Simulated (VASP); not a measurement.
Crystal: GaF.

```
Ga F
1.0
     3.16592    0.00000    0.00000
     0.00000    3.16592    0.00000
     0.00000    0.00000    3.16592
Ga F
1 1
Direct
  0.00000 0.00000 0.00000
  0.50000 0.50000 0.50000
```

* Program: VASP 6.6.1
* Task: relaxation of cell and atoms
* Functional: PBE
* Dispersion: D3(BJ)
* Potentials or basis: VASP PAW PBE potentials, release 64 (Ga_d, F)
* Cutoff: 600 eV
* k mesh: 8 × 8 × 8
* Occupations: fermi-dirac, width 0.05 eV
* Spin: no spin polarisation

At the start: pressure 6.8 GPa; volume 15.87 Å³/atom.

Question: Where does the relaxation end?

Answer: Over 4 steps the energy falls by 22.2 meV/atom and the volume is 16.59 Å³/atom (+4.6 %); space group Pm-3m (No. 221, to 0.05 Å).

Step by step:
```
step  energy change (eV)  largest force (eV/Å)  pressure (GPa)  volume (Å³)
   1              0.0000                0.0000            6.79        31.73
   2             -0.0239                0.0000           -1.49        34.92
   3             -0.0425                0.0000           -1.55        33.54
   4             -0.0444                0.0000           -0.02        33.18
```

Final structure:
```
Ga F
1.0
     3.21334    0.00000    0.00000
     0.00000    3.21334    0.00000
     0.00000    0.00000    3.21334
Ga F
1 1
Direct
  0.00000 0.00000 0.00000
  0.50000 0.50000 0.50000
```
